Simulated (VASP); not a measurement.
Here is a VASP 6.6.1 calculation.

INCAR

```
ALGO     = Normal         # electronic algorithm
EDIFF    = 1E-6           # SCF threshold, eV
ENCUT    = 520            # plane-wave cutoff, eV
GGA      = PS             # functional
ISIF     = 2              # what is computed and relaxed
ISMEAR   = 0              # smearing method
LASPH    = T              # aspherical terms in the spheres
LCHARG   = F              # write CHGCAR
LREAL    = F              # projectors in reciprocal space
LWAVE    = F              # write WAVECAR
NBANDS   = 26             # bands
NELM     = 100            # most SCF steps
PREC     = Accurate       # precision mode
SIGMA    = 0.05           # smearing width, eV
```

Contents of KPOINTS:

```
k-points
0
Gamma
  8 8 6
```

File POSCAR:

```
ZnSe
1.0
    4.0261152320      0.0000000000      0.0000000000
    0.0000000000      4.0261152320      0.0000000000
    0.0000000000      0.0000000000      5.5286396999
Zn Se
2 2
Direct
    0.0000000000      0.0000000000      0.0000000000
    0.5000000000      0.5000000000      0.0000000000
    0.0000000000      0.5000000000      0.2681677050
    0.5000000000      0.0000000000      0.7318322950
```

Potentials or basis: VASP PAW PBE potentials, release 64 (Zn, Se).

The run is started by

```bash
$ cat potpaw_PBE.64/Zn/POTCAR potpaw_PBE.64/Se/POTCAR > POTCAR
$ mpirun -np 1 vasp_std > vasp.out
```

Task: Estimate the pressure.

Result: 0.3 GPa.

Task: What does it give for the band gap on the k mesh?

Result: 1.72 eV.

Forces on the atoms (eV/Å):
```
Zn   0.000  0.000  0.000
Zn   0.000  0.000  0.000
Se   0.000  0.000  0.056
Se   0.000  0.000 -0.056
```

Caveat: the PAW data sets were made with another functional, which shifts forces and pressure a little. A k mesh can miss the band edges.
